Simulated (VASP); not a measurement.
Write the native input for VASP 6.6.1 that does the following.

```yaml
Task: single point
Functional: PBE
Potentials_or_basis: VASP PAW PBE potentials, release 64 (Dy_3, Ga_d, S), 4f in core
Cutoff: 500 eV
k_mesh: 6 × 6 × 2
Occupations: gaussian, width 0.1 eV
Spin: no spin polarisation
Dipole_correction: no
Further_INCAR_settings: ALGO = Normal; EDIFF = 1e-06; NBANDS = 35
```

The structure of Dy3GaS2 lies in POSCAR:

```
Dy3GaS2
1.0
    3.8096536622      0.0000000000      0.0000000000
   -1.9048268311      3.2992568511      0.0000000000
    0.0000000000      0.0000000000     11.0937497895
Dy Ga S
3 1 2
Direct
    0.3333333333      0.6666666667      0.6786924486
    0.3333333333      0.6666666667      0.3213075514
    0.3333333333      0.6666666667      0.0000000000
    0.6666666667      0.3333333333      0.5000000000
    0.0000000000      0.0000000000      0.8395512321
    0.0000000000      0.0000000000      0.1604487679
```

The cell was generated, and may not be a known phase.

These files were run (other wordings do the same):

INCAR

```
PREC = Accurate
ENCUT = 500
EDIFF = 1E-6
ISMEAR = 0
SIGMA = 0.1
LREAL = False
LASPH = True
NELM = 200
ALGO = Normal
ISIF = 2
LWAVE = False
LCHARG = False
GGA = PE
NBANDS = 35
GGA_COMPAT = False
LMAXMIX = 6
```

KPOINTS

```
regular mesh
0
Gamma
  6 6 2
```

Potentials or basis: VASP PAW PBE potentials, release 64 (Dy_3, Ga_d, S), 4f in core.

Run with:

```console
$ cat potpaw_PBE.64/Dy_3/POTCAR potpaw_PBE.64/Ga_d/POTCAR potpaw_PBE.64/S/POTCAR > POTCAR
$ mpirun -np 1 vasp_std > vasp.out
```

It gave:

```
Pressure               : -0.5 GPa
Largest force          : 0.225 eV/Å
Band gap on the k mesh : zero (bands 26 and 27 overlap by 0.83 eV)
```

Caveat: spin-orbit coupling is left out, which moves the levels of the heavy elements; the 4f electrons are frozen in the core, so they carry no moment and show no levels; the run has no spin polarisation, though such a crystal can be magnetic.

Wall time 49 s on 1 thread of AMD EPYC 9R45 96-Core Processor (Zen 5), with other jobs on the host, peak memory 0.24 GiB.
